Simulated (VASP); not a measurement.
Wanted: the native input for a VASP 6.6.1 run.

```
Task                   : electric field gradients
Functional             : PBE
Potentials or basis    : VASP PAW PBE potentials, release 64 (Ti_sv)
Cutoff                 : 520 eV
k mesh                 : 14 × 14 × 14
Occupations            : fermi-dirac, width 0.05 eV
Spin                   : no spin polarisation
Dipole correction      : no
Further INCAR settings : ALGO = Normal; EDIFF = 1e-08; NBANDS = 12
```

The structure of Ti lies in POSCAR:

```
Ti
1.0
    0.0000000000      1.9889123197      1.9889123197
    1.9889123197      0.0000000000      1.9889123197
    1.9889123197      1.9889123197      0.0000000000
Ti
1
Direct
    0.0000000000      0.0000000000      0.0000000000
```

This cell differs from its parent crystal: volume scaled by 0.9405.

The input as run:

INCAR

```
SYSTEM = Ti
  PREC = Accurate
  ENCUT = 520
  EDIFF = 1E-8
  ISMEAR = -1
  SIGMA = 0.05
  LREAL = .FALSE.
  LASPH = .TRUE.
  NELM = 80
  ALGO = Normal
  ISIF = 2
  LWAVE = .FALSE.
  LCHARG = .FALSE.
  GGA = PE
  LEFG = .TRUE.
  NBANDS = 12
```

KPOINTS

```
Automatic mesh
0
G
  14 14 14
  0 0 0
```

Potentials or basis: VASP PAW PBE potentials, release 64 (Ti_sv).

The run is started by

```bash
$ cat potpaw_PBE.64/Ti_sv/POTCAR > POTCAR
$ mpirun -np 1 vasp_std > vasp.out
```

Results of the run:

The pressure is 12.3 GPa. The band gap on the k mesh is zero (band 6 reaches 10.24 eV, above the bottom of band 7 at 8.84 eV).

Caveat: without QUAD_EFG the Cq values of the log hold for a quadrupole moment of 1 mb, not for the nuclei.

Run time: 15 s on 1 thread of Intel(R) Xeon(R) Platinum 8375C CPU @ 2.90GHz (Ice Lake), on a shared host, peak memory 0.15 GiB.
